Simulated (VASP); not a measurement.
# HgTe (Coloradoite) (F-43m) in VASP: settings compared, part 2 of 2

VASP 6.6.1. The steps go on from the part before.

## Step 3: Single point, PBE

The input, INCAR:

```
PREC = Accurate ; ENCUT = 520
EDIFF = 1E-6 ; ISMEAR = -1
SIGMA = 0.04 ; LREAL = False
LASPH = True ; NELM = 80
ALGO = Normal ; ISIF = 2
LWAVE = False ; LCHARG = False
GGA = PE ; NBANDS = 16
```

The input, KPOINTS:

```
Automatic mesh
0
Gamma
  5 5 5
```

The input, POSCAR:

```
HgTe
1.0
    0.0000000000      3.2145000000      3.2145000000
    3.2145000000      0.0000000000      3.2145000000
    3.2145000000      3.2145000000      0.0000000000
Hg Te
1 1
Direct
    0.0000000000      0.0000000000      0.0000000000
    0.7500000000      0.7500000000      0.7500000000
```

Potentials or basis: VASP PAW PBE potentials, release 64 (Hg, Te).

On the command line:

```sh
$ cat potpaw_PBE.64/Hg/POTCAR potpaw_PBE.64/Te/POTCAR > POTCAR
$ mpirun -np 1 vasp_std > vasp.out
```

OUTCAR:

```text
PREC = Accurate
   ENCUT = 520
   EDIFF = 1E-6
   ISMEAR = -1
   LREAL = False
   LASPH = True
   NELM = 80
   ISIF = 2
   GGA = PE

 ion  position               nearest neighbor table
   1  0.000  0.000  0.000-   2 2.78   2 2.78   2 2.78   2 2.78
   2  0.750  0.750  0.750-   1 2.78   1 2.78   1 2.78   1 2.78

  LATTYP: Found a face centered cubic cell.
 ALAT       =     6.4290000000

  Lattice vectors:

 A1 = (   0.0000000000,   3.2145000000,   3.2145000000)
 A2 = (   3.2145000000,   0.0000000000,   3.2145000000)
 A3 = (   3.2145000000,   3.2145000000,   0.0000000000)

Analysis of symmetry for initial positions (statically):
=====================================================================
 Subroutine PRICEL returns:
 Original cell was already a primitive cell.

 Routine SETGRP: Setting up the symmetry group for a
 face centered cubic supercell.

 Subroutine GETGRP returns: Found 24 space group operations
 (whereof 24 operations were pure point group operations)
 out of a pool of 48 trial point group operations.

The static configuration has the point symmetry T_d .

Analysis of symmetry for dynamics (positions and initial velocities):
=====================================================================
 Subroutine PRICEL returns:
 Original cell was already a primitive cell.

 Routine SETGRP: Setting up the symmetry group for a
 face centered cubic supercell.

 Subroutine GETGRP returns: Found 24 space group operations
 (whereof 24 operations were pure point group operations)
 out of a pool of 48 trial point group operations.

The dynamic configuration has the point symmetry T_d .

 Subroutine INISYM returns: Found 24 space group operations
 (whereof 24 operations are pure point group operations),
 and found     1 'primitive' translations

----------------------------------------------------------------------------------------

                                     Primitive cell
[... 93 lines left out ...]
   IALGO  =     38    algorithm
   IMIX   =      4    mixing-type and parameters
     AMIX     =   0.40;   BMIX     =  1.00
     AMIX_MAG =   1.60;   BMIX_MAG =  1.00
  volume/ion in A,a.u.               =      33.22       224.15
  Fermi-wavevector in a.u.,A,eV,Ry     =   1.059357  2.001894 15.268958  1.122237
  Thomas-Fermi vector in A             =   2.194699
   LORBIT       =      0    0 simple, 1 ext, 2 COOP (PROOUT), +10 PAW based schemes
   GGA     = PE    functional components
   LHFCALC =     F    Hartree Fock is set to
   AEXX    =    0.0000 exact exchange contribution
   IVDW    =     0    specifies the selected vdW correction
   LEPSILON=     F    determine dielectric tensor
   LRPA    =     F    only Hartree local field effects (RPA)
 non-spin polarized calculation
  energy-cutoff  :      520.00
  volume of cell :       66.43
 maximum number of plane-waves:      1807
 NGX is ok and might be reduce to    36
   NGX = 17   NGY = 17   NGZ = 17

 number of electron      18.0000000 magnetization

 Free energy of the ion-electron system (eV)
  ---------------------------------------------------
  ext. energy  EPLUGINS =         0.00000000
  ---------------------------------------------------
  free energy    TOTEN  =        -3.52401065 eV

  energy without entropy =       -3.52278627  energy(sigma->0) =       -3.52339846

 E-fermi :   3.3119     XC(G=0):  -8.8120

 val. band max:        3.2841575289   @ k =   0.0000   0.0000   0.0000
 cond. band min:       4.0262731055   @ k =   0.4000   0.0000   0.0000
 fundamental gap:      0.7421155766
 Fermi energy:         3.3119024742

 k-point     1 :       0.0000    0.0000    0.0000
  band No.  band energies     occupation
      1      -8.8203      2.00000
      2      -4.1775      2.00000
      3      -4.1775      2.00000
      4      -4.1775      2.00000
      5      -3.6293      2.00000
      6      -3.6293      2.00000
[... 167 lines left out ...]
      3      -3.9366      2.00000
      4      -3.7317      2.00000
      5      -3.6205      2.00000
      6      -3.2263      2.00000
[... 8 lines left out ...]
     15      13.3800      0.00000
     16      14.9798      0.00000

------------------------ aborting loop because EDIFF is reached ----------------------------------------

  FORCE on cell =-STRESS in cart. coord.  units (eV):
  Direction    XX          YY          ZZ          XY          YZ          ZX
  --------------------------------------------------------------------------------------
  -------------------------------------------------------------------------------------
  Total        1.9828826      1.9828826      1.9828826      0.0000000      0.0000000     -0.0000000
  in kB       47.8230540     47.8230540     47.8230540      0.0000000      0.0000000     -0.0000000
  external PRESSURE =      47.8230540 kB  Pullay stress =       0.0000000 kB

 VOLUME and BASIS-vectors are now :
 -----------------------------------------------------------------------------
  energy-cutoff  :      520.00
  volume of cell :       66.43
      direct lattice vectors                 reciprocal lattice vectors
     0.000000000  3.214500000  3.214500000    -0.155545186  0.155545186  0.155545186
     3.214500000  0.000000000  3.214500000     0.155545186 -0.155545186  0.155545186
     3.214500000  3.214500000  0.000000000     0.155545186  0.155545186 -0.155545186

 POSITION                                       TOTAL-FORCE (eV/Angst)
 -----------------------------------------------------------------------------------
      0.00000      0.00000      0.00000        -0.000000     -0.000000     -0.000000
      4.82175      4.82175      4.82175         0.000000      0.000000      0.000000
 -----------------------------------------------------------------------------------
    total drift:                                0.000000      0.000000      0.000000

  FREE ENERGIE OF THE ION-ELECTRON SYSTEM (eV)
  ---------------------------------------------------
  free  energy   TOTEN  =        -3.5240106479 eV

  energy  without entropy=       -3.5227862712  energy(sigma->0) =       -3.52339846
```

OSZICAR:

```text
N       E                     dE             d eps       ncg     rms          rms(c)
DAV:   1     0.104779543822E+03    0.10478E+03   -0.79227E+03   320   0.963E+02
DAV:   2    -0.275717992499E+00   -0.10506E+03   -0.97886E+02   400   0.233E+02
DAV:   3    -0.371066718406E+01   -0.34349E+01   -0.34301E+01   384   0.421E+01
DAV:   4    -0.374338745115E+01   -0.32720E-01   -0.32719E-01   496   0.380E+00
DAV:   5    -0.374345778865E+01   -0.70338E-04   -0.70337E-04   400   0.170E-01    0.796E+00
DAV:   6    -0.353304601650E+01    0.21041E+00   -0.40624E-01   368   0.871E+00    0.624E+00
DAV:   7    -0.352470799844E+01    0.83380E-02   -0.10658E-01   344   0.224E+00    0.224E+00
DAV:   8    -0.352392862747E+01    0.77937E-03   -0.11946E-02   360   0.126E+00    0.565E-01
DAV:   9    -0.352396141957E+01   -0.32792E-04   -0.76067E-04   384   0.325E-01    0.142E-01
DAV:  10    -0.352399582803E+01   -0.34408E-04   -0.94816E-05   384   0.846E-02    0.504E-02
DAV:  11    -0.352401345429E+01   -0.17626E-04   -0.43175E-05   360   0.513E-02    0.445E-02
DAV:  12    -0.352401089557E+01    0.25587E-05   -0.52111E-06   368   0.217E-02    0.223E-02
DAV:  13    -0.352401064786E+01    0.24771E-06   -0.85324E-07   264   0.487E-03
   1 F= -.35240106E+01 E0= -.35233985E+01  d E =-.122438E-02
```

stdout:

```text
POSCAR found type information on POSCAR HgTe
 POSCAR found :  2 types and       2 ions
 scaLAPACK will be used
 LDA part: xc-table for (Slater+PW92), standard interpolation
 POSCAR, INCAR and KPOINTS ok, starting setup
 FFT: planning ... GRIDC
 FFT: planning ... GRID_SOFT
 FFT: planning ... GRID
 WAVECAR not read
 entering main loop
```

Run time: 10 s. Hardware: 1 thread of Intel Xeon Platinum 8375C at 2.90GHz (Ice Lake), shared host; peak memory 0.19 GiB.

Results:

```yaml
Free_energy: -3.5240 eV
Pressure: 4.8 GPa
Band_gap_on_the_k_mesh: zero (filled and empty bands touch)
```

Caveat: spin-orbit coupling is left out, which moves the levels of the heavy elements.

## Step 4: Single point, PBE

The input, INCAR:

```
SYSTEM = HgTe
PREC = Accurate
ENCUT = 520
EDIFF = 1E-6
ISMEAR = 0
SIGMA = 0.012
LREAL = .FALSE.
LASPH = .TRUE.
NELM = 60
ALGO = Normal
ISIF = 2
LWAVE = .FALSE.
LCHARG = .TRUE.
GGA = PE
LELF = .TRUE.
LVHAR = .TRUE.
NBANDS = 16
```

The input, KPOINTS:

```
regular mesh
0
G
  7 7 7
  0 0 0
```

POSCAR is that of step 3.

On the command line:

```sh
$ cat potpaw_PBE.64/Hg/POTCAR potpaw_PBE.64/Te/POTCAR > POTCAR
$ mpirun -np 1 vasp_std > vasp.out
```

It took 17 s on 1 thread of Intel Xeon Platinum 8375C at 2.90GHz (Ice Lake), shared host; peak memory 0.21 GiB.

It converged, with:

- Free energy: -3.5512 eV
- Pressure: 4.6 GPa
- Band gap on the k mesh: zero (filled and empty bands touch)

Levels at points of the mesh, in eV from the Fermi level:
```tsv
k point	band 5	band 6	band 7	band 8	band 9	band 10	band 11	band 12	band 13	band 14
(0.00, 0.00, 0.00)	-6.91	-6.91	-0.69	0.00	0.00	0.00	4.19	4.19	4.19	6.47
```

Caveat: spin-orbit coupling is left out, which moves the levels of the heavy elements.

## Step 5: Overview

```csv
level,k mesh,smearing,gap on the mesh (eV),pressure (GPa)
PBEsol,6 × 6 × 6,fermi-dirac 0.05 eV,none,1.9
PBE,5 × 5 × 5,fermi-dirac 0.04 eV,none,4.8
PBE,7 × 7 × 7,gaussian 0.012 eV,none,4.6
```

Alike in all rows: task single point; potentials or basis VASP PAW PBE potentials, release 64 (Hg, Te); no spin polarisation; cell as given; cutoff (eV) 520.

Every run on the cell as given and a fine mesh finds a metal. The pressure there spans 1.9 GPa (PBEsol) to 4.8 GPa (PBE); a positive pressure means that this level wants a larger cell, a negative one a smaller.

Caveats: spin-orbit coupling is left out, which moves the levels of the heavy elements; the PAW data sets were made with another functional, which shifts forces and pressure a little (some runs).

Absolute energies hang on the potentials; compare differences alone.
